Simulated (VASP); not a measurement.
A run of VASP 6.6.1:

The input POSCAR:

```
MgTe
1.0
    4.5047110000      0.0000000000      0.0000000000
   -2.2523560000      3.9011990000      0.0000000000
    0.0000000000      0.0000000000      7.3375200000
Mg Te
2 2
Direct
    0.3333000000      0.6667000000      0.0000000000
    0.6666000000      0.3333000000      0.5000000000
    0.3333000000      0.6667000000      0.3700000000
    0.6666000000      0.3333000000      0.8700000000
```

The input INCAR.step1:

```
ALGO     = Normal         # electronic algorithm
EDIFF    = 1E-6           # SCF threshold, eV
ENCUT    = 520            # plane-wave cutoff, eV
GGA      = PE             # functional
GGA_COMPAT= False        
ISIF     = 2              # what is computed and relaxed
ISMEAR   = -1             # smearing method
LASPH    = True           # aspherical terms in the spheres
LCHARG   = True           # write CHGCAR
LORBIT   = 11             # projections on sites
LREAL    = False          # projectors in reciprocal space
LWAVE    = False          # write WAVECAR
NBANDS   = 16             # bands
NEDOS    = 2001           # points of the DOS
NELM     = 120            # most SCF steps
PREC     = Accurate       # precision mode
SIGMA    = 0.1            # smearing width, eV
```

File KPOINTS.step1:

```
k-points
0
Gamma
  7 7 4
```

The input INCAR.step2:

```
ALGO     = Normal         # electronic algorithm
EDIFF    = 1E-6           # SCF threshold, eV
ENCUT    = 520            # plane-wave cutoff, eV
GGA      = PE             # functional
GGA_COMPAT= False        
ICHARG   = 11             # starting density
ISIF     = 2              # what is computed and relaxed
ISMEAR   = -5             # smearing method
LASPH    = True           # aspherical terms in the spheres
LCHARG   = False          # write CHGCAR
LORBIT   = 11             # projections on sites
LREAL    = False          # projectors in reciprocal space
LWAVE    = False          # write WAVECAR
NBANDS   = 16             # bands
NEDOS    = 1001           # points of the DOS
NELM     = 120            # most SCF steps
PREC     = Accurate       # precision mode
SIGMA    = 0.1            # smearing width, eV
```

The input KPOINTS.step2:

```
k-points
0
Gamma
  11 11 6
```

Potentials or basis: VASP PAW PBE potentials, release 64 (Mg, Te).

The run is started by

```bash
$ cat potpaw_PBE.64/Mg/POTCAR potpaw_PBE.64/Te/POTCAR > POTCAR
$ cp INCAR.step1 INCAR
$ cp KPOINTS.step1 KPOINTS
$ mpirun -np 1 vasp_std > vasp.out
$ cp INCAR.step2 INCAR
$ cp KPOINTS.step2 KPOINTS
$ mpirun -np 1 vasp_std > vasp.out
```

Hardware: 1 thread of AMD EPYC 9R45 96-Core Processor (Zen 5), on a shared host.

Task: How long does it take, and how much memory?

Result: Wall time 2.5 min on 1 thread of AMD EPYC 9R45 96-Core Processor (Zen 5), on a shared host, peak memory 0.43 GiB. Counts: k points 144.
